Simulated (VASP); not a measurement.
# RbMgSbO3 (R3m) in VASP: single point with PBE

Aim: the single point of RbMgSbO3 with PBE.

All numbers are computed with VASP 6.6.1; they aren't measurements. Logs are shortened: lines on timing, memory, paths and dates and some standing lists are left out, and cuts for length are marked.

## (1) The cell of the first run

It takes space group R3m (No. 160, trigonal). The conventional cell has a = 6.244 Å, b = 6.244 Å, c = 11.233 Å, α = 90.00°, β = 90.00°, γ = 120.00°. Sb (site symmetry 3m) has 3 O at 1.94 Å within 2.6 Å. Rb (site symmetry 3m) has 9 O at 3.22 to 3.28 Å and 4 Sb at 3.61 to 3.65 Å and 3 Mg at 3.74 Å within 4.2 Å. Mg (site symmetry 3m) has 3 O at 1.90 Å within 2.5 Å. O (site symmetry m) has 1 Mg at 1.90 Å and 1 Sb at 1.94 Å within 2.5 Å.

## (2) Single point, PBE

File INCAR:

```
ALGO = Normal
EDIFF = 1E-6
ENCUT = 840
GGA = PE
GGA_COMPAT = False
ISIF = 2
ISMEAR = -1
LASPH = True
LCHARG = False
LREAL = False
LWAVE = False
NBANDS = 35
NELM = 120
PREC = Accurate
SIGMA = 0.05
```

File KPOINTS:

```
k-points
0
Gamma
  6 6 6
```

File POSCAR:

```
RbMgSbO3
1.0
    3.1219137972      1.8024377712      3.7442942128
   -3.1219137972      1.8024377712      3.7442942128
    0.0000000000     -3.6048755423      3.7442942128
Sb Rb Mg O
1 1 1 3
Direct
    0.5701276200      0.5701276200      0.5701276200
    0.8952780900      0.8952780900      0.8952780900
    0.3185392300      0.3185392300      0.3185392300
    0.4946454750      0.9672602300      0.4946454750
    0.9672602300      0.4946454750      0.4946454750
    0.4946454750      0.4946454750      0.9672602300
```

Potentials or basis: VASP PAW PBE potentials, release 64 (Sb_d_GW, Rb_sv, Mg_sv, O).

Run with:

```sh
cat potpaw_PBE.64/Sb_d_GW/POTCAR potpaw_PBE.64/Rb_sv/POTCAR potpaw_PBE.64/Mg_sv/POTCAR potpaw_PBE.64/O/POTCAR > POTCAR
mpirun -np 1 vasp_std > vasp.out
```

OUTCAR:

```text
EDIFF = 1E-6
   ENCUT = 840
   GGA = PE
   ISIF = 2
   ISMEAR = -1
   LASPH = True
   LREAL = False
   NELM = 120
   PREC = Accurate

 ion  position               nearest neighbor table
   1  0.570  0.570  0.570-   6 1.94   5 1.94   4 1.94   3 2.83   2 3.61   2 3.61   2 3.61   2 3.65

   2  0.895  0.895  0.895-   4 3.22   5 3.22   6 3.22   5 3.28   4 3.28   5 3.28   4 3.28   6 3.28
                             6 3.28   1 3.61   1 3.61   1 3.61   1 3.65   3 3.74   3 3.74   3 3.74
   3  0.319  0.319  0.319-   6 1.90   5 1.90   4 1.90   1 2.83   2 3.74   2 3.74   2 3.74
   4  0.495  0.967  0.495-   3 1.90   1 1.94   2 3.22   2 3.28   2 3.28
   5  0.967  0.495  0.495-   3 1.90   1 1.94   2 3.22   2 3.28   2 3.28
   6  0.495  0.495  0.967-   3 1.90   1 1.94   2 3.22   2 3.28   2 3.28

  LATTYP: Found a trigonal (rhomboedric) cell.
 ALAT       =     5.1975827870
 COS(alpha) =     0.2784457670

  Lattice vectors:

 A1 = (   3.1219137972,   1.8024377712,   3.7442942128)
 A2 = (  -3.1219137972,   1.8024377712,   3.7442942128)
 A3 = (   0.0000000000,  -3.6048755423,   3.7442942128)

Analysis of symmetry for initial positions (statically):
=====================================================================
 Subroutine PRICEL returns:
 Original cell was already a primitive cell.

 Routine SETGRP: Setting up the symmetry group for a
 trigonal (rhombohedral) supercell.

 Subroutine GETGRP returns: Found  6 space group operations
 (whereof  6 operations were pure point group operations)
 out of a pool of 12 trial point group operations.

The static configuration has the point symmetry C_3v.

Analysis of symmetry for dynamics (positions and initial velocities):
=====================================================================
 Subroutine PRICEL returns:
 Original cell was already a primitive cell.

 Routine SETGRP: Setting up the symmetry group for a
 trigonal (rhombohedral) supercell.

 Subroutine GETGRP returns: Found  6 space group operations
 (whereof  6 operations were pure point group operations)
 out of a pool of 12 trial point group operations.

The dynamic configuration has the point symmetry C_3v.

 Subroutine INISYM returns: Found  6 space group operations
 (whereof  6 operations are pure point group operations),
 and found     1 'primitive' translations

----------------------------------------------------------------------------------------

                                     Primitive cell

  volume of cell :     126.4161

  direct lattice vectors                    reciprocal lattice vectors
     3.121913797  1.802437771  3.744294213     0.160158170  0.092467362  0.089024343
    -3.121913797  1.802437771  3.744294213    -0.160158170  0.092467362  0.089024343
     0.000000000 -3.604875542  3.744294213     0.000000000 -0.184934725  0.089024343

  length of vectors
     5.197582787  5.197582787  5.197582787     0.205246647  0.205246647  0.205246647

  position of ions in fractional coordinates (direct lattice)
     0.570127620  0.570127620  0.570127620
     0.895278090  0.895278090  0.895278090
     0.318539230  0.318539230  0.318539230
     0.494645475  0.967260230  0.494645475
     0.967260230  0.494645475  0.494645475
     0.494645475  0.494645475  0.967260230

  ion indices of the primitive-cell ions
   primitive index   ion index
                 1           1
                 2           2
                 3           3
                 4           4
                 5           5
                 6           6

----------------------------------------------------------------------------------------

 KPOINTS: k-points

Automatic generation of k-mesh.
 Grid dimensions read from file:
 generate k-points for:    6    6    6

 Generating k-lattice:

  Cartesian coordinates                     Fractional coordinates (reciprocal lattice)
     0.026693028  0.015411227  0.014837391     0.166666667  0.000000000  0.000000000
    -0.026693028  0.015411227  0.014837391     0.000000000  0.166666667  0.000000000
     0.000000000 -0.030822454  0.014837391    -0.000000000 -0.000000000  0.166666667

  Length of vectors
     0.034207775  0.034207775  0.034207775

  Shift w.r.t. Gamma in fractional coordinates (k-lattice)
     0.000000000  0.000000000  0.000000000

 Subroutine IBZKPT returns following result:
 ===========================================

 Found     32 irreducible k-points:

 Following reciprocal coordinates:
            Coordinates               Weight
  0.000000  0.000000  0.000000      1.000000
  0.166667 -0.000000 -0.000000      6.000000
  0.333333 -0.000000  0.000000      6.000000
  0.500000 -0.000000 -0.000000      3.000000
  0.166667  0.166667 -0.000000      6.000000
  0.333333  0.166667  0.000000     12.000000
[... 16 lines left out ...]
  0.500000  0.500000  0.166667      6.000000
 -0.333333  0.500000  0.166667     12.000000
 [... further k-points ...]
   k-points           NKPTS =     32   k-points in BZ     NKDIM =     32   number of bands    NBANDS=     35
   number of dos      NEDOS =    301   number of ions     NIONS =      6
   total plane-waves  NPLWV = 125000
   dimension x,y,z NGX =    50 NGY =   50 NGZ =   50
   dimension x,y,z NGXF=   100 NGYF=  100 NGZF=  100
   ions per type =               1   1   1   3
   NGX,Y,Z   is equivalent  to a cutoff of  15.99, 15.99, 15.99 a.u.
   NGXF,Y,Z  is equivalent  to a cutoff of  31.99, 31.99, 31.99 a.u.
 SYSTEM =  unknown system
   PREC   = accura    normal or accurate (medium, high low for compatibility)
   ISTART =      0    job   : 0-new  1-cont  2-samecut
   ICHARG =      2    charge: 1-file 2-atom 10-const
   ISPIN  =      1    spin polarized calculation?
   LNONCOLLINEAR =      F non collinear calculations
   LSORBIT =      F    spin-orbit coupling
   LASPH  =      T    aspherical Exc in radial PAW
   ENCUT  =  840.0 eV  61.74 Ry    7.86 a.u.  12.28 12.28 12.28*2*pi/ulx,y,z
   NELM   =    120;   NELMIN=  2; NELMDL= -5     # of ELM steps
   EDIFF  = 0.1E-05   stopping-criterion for ELM
   LREAL  =      F    real-space projection
   EDIFFG = 0.1E-04   stopping-criterion for IOM
   NSW    =      0    number of steps for IOM
   IBRION =     -1    ionic relax: 0-MD 1-quasi-New 2-CG
   NFREE  =      0    steps in history (QN), initial steepest desc. (CG)
   ISIF   =      2    stress and relaxation
   ISYM   =      2    0-nonsym 1-usesym 2-fastsym
   POTIM  = 0.5000    time-step for ionic-motion
   TEBEG  =    0.0;   TEEND  =   0.0 temperature during run
   PSTRESS=    0.0 pullay stress
   NELECT =      52.0000    total number of electrons
   NUPDOWN=      -1.0000    fix difference up-down
   EMIN   =  10.00;   EMAX   =-10.00  energy-range for DOS
   EFERMI =   0.00;   METHOD = LEGACY
   ISMEAR =    -1;   SIGMA  =   0.05  broadening in eV -4-tet -1-fermi 0-gaus
   EFERMI_NEDOS =   21; number of points for ismear=-14 and -15
   IALGO  =     38    algorithm
   IMIX   =      4    mixing-type and parameters
     AMIX     =   0.40;   BMIX     =  1.00
     AMIX_MAG =   1.60;   BMIX_MAG =  1.00
  volume/ion in A,a.u.               =      21.07       142.18
  Fermi-wavevector in a.u.,A,eV,Ry     =   1.217517  2.300774 20.168574  1.482348
  Thomas-Fermi vector in A             =   2.352835
   LORBIT       =      0    0 simple, 1 ext, 2 COOP (PROOUT), +10 PAW based schemes
   GGA     = PE    functional components
   LHFCALC =     F    Hartree Fock is set to
   AEXX    =    0.0000 exact exchange contribution
   IVDW    =     0    specifies the selected vdW correction
   LEPSILON=     F    determine dielectric tensor
   LRPA    =     F    only Hartree local field effects (RPA)
 non-spin polarized calculation
  energy-cutoff  :      840.00
  volume of cell :      126.42
 maximum number of plane-waves:      7031
 NGX is ok and might be reduce to    50
   NGX = 25   NGY = 25   NGZ = 25

 number of electron      52.0000009 magnetization

 Free energy of the ion-electron system (eV)
  ---------------------------------------------------
  ext. energy  EPLUGINS =         0.00000000
  ---------------------------------------------------
  free energy    TOTEN  =       -31.79008389 eV

  energy without entropy =      -31.79008389  energy(sigma->0) =      -31.79008389

 E-fermi :   2.5093     XC(G=0):  -8.2989

 val. band max:        1.3441314200   @ k =   0.5000   0.5000   0.5000
 cond. band min:       4.1424004737   @ k =   0.0000   0.0000   0.0000
 fundamental gap:      2.7982690536
 Fermi energy:         2.5092831814

 k-point     1 :       0.0000    0.0000    0.0000
  band No.  band energies     occupation
      1     -72.6901      2.00000
      2     -39.5566      2.00000
      3     -39.4096      2.00000
      4     -39.4096      2.00000
      5     -27.4433      2.00000
      6     -27.4433      2.00000
[... 27 lines left out ...]
     34       9.0999      0.00000
     35       9.1021      0.00000

 k-point     2 :       0.1667   -0.0000   -0.0000
  band No.  band energies     occupation
      1     -72.6900      2.00000
      2     -39.5566      2.00000
      3     -39.4096      2.00000
      4     -39.4096      2.00000
      5     -27.4433      2.00000
      6     -27.4431      2.00000
[... 27 lines left out ...]
     34       9.3754      0.00000
     35       9.3847      0.00000

 k-point     3 :       0.3333   -0.0000    0.0000
  band No.  band energies     occupation
      1     -72.6900      2.00000
      2     -39.5566      2.00000
      3     -39.4096      2.00000
      4     -39.4096      2.00000
      5     -27.4433      2.00000
      6     -27.4426      2.00000
[... 27 lines left out ...]
     34       9.4402      0.00000
     35       9.5166      0.00000
[... 723 lines left out ...]
 k-point    23 :       0.5000    0.5000    0.1667
  band No.  band energies     occupation
      1     -72.6900      2.00000
      2     -39.5566      2.00000
      3     -39.4096      2.00000
      4     -39.4096      2.00000
      5     -27.4426      2.00000
      6     -27.4416      2.00000
[... 27 lines left out ...]
     34       8.9840      0.00000
     35       9.8567      0.00000

 k-point    24 :      -0.3333    0.5000    0.1667
  band No.  band energies     occupation
      1     -72.6900      2.00000
      2     -39.5566      2.00000
      3     -39.4096      2.00000
      4     -39.4096      2.00000
      5     -27.4427      2.00000
      6     -27.4418      2.00000
[... 27 lines left out ...]
     34       9.0223      0.00000
     35       9.4841      0.00000

 [... further k-points ...]

------------------------ aborting loop because EDIFF is reached ----------------------------------------

  FORCE on cell =-STRESS in cart. coord.  units (eV):
  Direction    XX          YY          ZZ          XY          YZ          ZX
  --------------------------------------------------------------------------------------
  -------------------------------------------------------------------------------------
  Total        1.5410205      1.5410205      2.5583530      0.0000000      0.0000000      0.0000000
  in kB       19.5306460     19.5306460     32.4241540      0.0000000      0.0000000      0.0000000
  external PRESSURE =      23.8284820 kB  Pullay stress =       0.0000000 kB

 VOLUME and BASIS-vectors are now :
 -----------------------------------------------------------------------------
  energy-cutoff  :      840.00
  volume of cell :      126.42
      direct lattice vectors                 reciprocal lattice vectors
     3.121913797  1.802437771  3.744294213     0.160158170  0.092467362  0.089024343
    -3.121913797  1.802437771  3.744294213    -0.160158170  0.092467362  0.089024343
     0.000000000 -3.604875542  3.744294213     0.000000000 -0.184934725  0.089024343

 POSITION                                       TOTAL-FORCE (eV/Angst)
 -----------------------------------------------------------------------------------
      0.00000      0.00000      6.40418         0.000000     -0.000000     -0.326709
      0.00000      0.00000     10.05655         0.000000      0.000000      0.012642
      0.00000      0.00000      3.57811         0.000000      0.000000      0.034068
     -1.47546      0.85186      7.32590        -0.064991      0.037522      0.093333
      1.47546      0.85186      7.32590         0.064991      0.037522      0.093333
      0.00000     -1.70372      7.32590         0.000000     -0.075045      0.093333
 -----------------------------------------------------------------------------------
    total drift:                               -0.000000     -0.000000      0.004655

  FREE ENERGIE OF THE ION-ELECTRON SYSTEM (eV)
  ---------------------------------------------------
  free  energy   TOTEN  =       -31.7900838929 eV

  energy  without entropy=      -31.7900838929  energy(sigma->0) =      -31.79008389
```

It took 3.4 min on 1 thread of Intel Xeon 6975P-C (Granite Rapids), shared host; peak memory 0.58 GiB.

Results:

- Free energy: -31.7901 eV
- Pressure: 2.4 GPa
- Largest force: 0.327 eV/Å
- Band gap on the k mesh: 2.80 eV (least direct gap 2.83 eV)

Forces in eV/Å, atoms in the order of the input:
```
Sb   0.000  0.000 -0.327
Rb   0.000  0.000  0.013
Mg   0.000  0.000  0.034
O   -0.065  0.038  0.093
O    0.065  0.038  0.093
O    0.000 -0.075  0.093
```

Levels at points of the mesh, in eV from the valence-band top:
```tsv
k point	band 22	band 23	band 24	band 25	band 26	band 27	band 28	band 29	band 30	band 31
(0.00, 0.00, 0.00)	-2.49	-2.24	-2.10	-2.10	-1.52	2.80	4.99	4.99	6.02	6.02
(0.50, 0.00, 0.00)	-2.52	-2.44	-2.17	-1.86	-1.32	3.13	4.65	5.01	5.64	6.37
(0.50, 0.50, 0.00)	-2.64	-2.31	-2.19	-1.75	-0.62	3.13	3.56	4.74	5.34	6.56
(0.50, 0.50, 0.50)	-2.48	-1.94	-1.94	-1.45	0.00	2.83	2.83	3.17	4.43	6.90
```

Caveat: spin-orbit coupling is left out, which moves the levels of the heavy elements. A k mesh can miss the band edges.
